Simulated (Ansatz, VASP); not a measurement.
# One calculation of Ba, two programs

File INCAR:

```
SYSTEM = Ba
ALGO = Fast ; EDIFF = 1E-7
ENCUT = 520 ; GGA = PE
ISIF = 2 ; ISMEAR = 0
LASPH = .True. ; LCHARG = .True.
LELF = .True. ; LREAL = .False.
LVHAR = .True. ; LWAVE = .False.
NBANDS = 11 ; NELM = 80
PREC = Accurate ; SIGMA = 0.1
```

Contents of KPOINTS:

```
k-points
0
Gamma
  12 12 12
  0 0 0
```

POSCAR

```
Ba
1.0
   -2.5000000000      2.5000000000      2.5000000000
    2.5000000000     -2.5000000000      2.5000000000
    2.5000000000      2.5000000000     -2.5000000000
Ba
1
Direct
    0.0000000000      0.0000000000      0.0000000000
```

Input for Ansatz:

```yaml
crystal:
  lattice:
    - [-2.5, 2.5, 2.5]
    - [2.5, -2.5, 2.5]
    - [2.5, 2.5, -2.5]
  atoms:
    - { symbol: Ba, position: [0.0, 0.0, 0.0] }
basis:
  ecutwfc: 420
kpoints:
  mp_grid: { grid: [12, 12, 12] }
hamiltonian:
  xc: pbe
scf:
  occupations: { method: gaussian, width: 0.1 }
output:
  forces: true
  stress: true
  eigenvalues: true
  populations: true
```

Alike in both runs: task single point; functional PBE; k mesh 12 × 12 × 12; occupations gaussian, width 0.1 eV; no spin polarisation.

|  | VASP | Ansatz |
| --- | --- | --- |
| version | VASP 6.6.1 | Ansatz 0.2.0 |
| potentials or method | VASP PAW PBE potentials, release 64 (Ba_sv), cutoff 520 eV | scalar-relativistic, plane waves, PAW |
| valence electrons in the cell | 10 | 10 |

|  | VASP | Ansatz | Ansatz less VASP |
| --- | --- | --- | --- |
| gap on the k mesh at the Fermi level (eV) | none | none | - |
| pressure (GPa) | 0.2 | 0.1 | -0.05 |

A gap of «none» marks a metal or a gap that the smearing closes.

Neither program's run includes spin-orbit coupling.
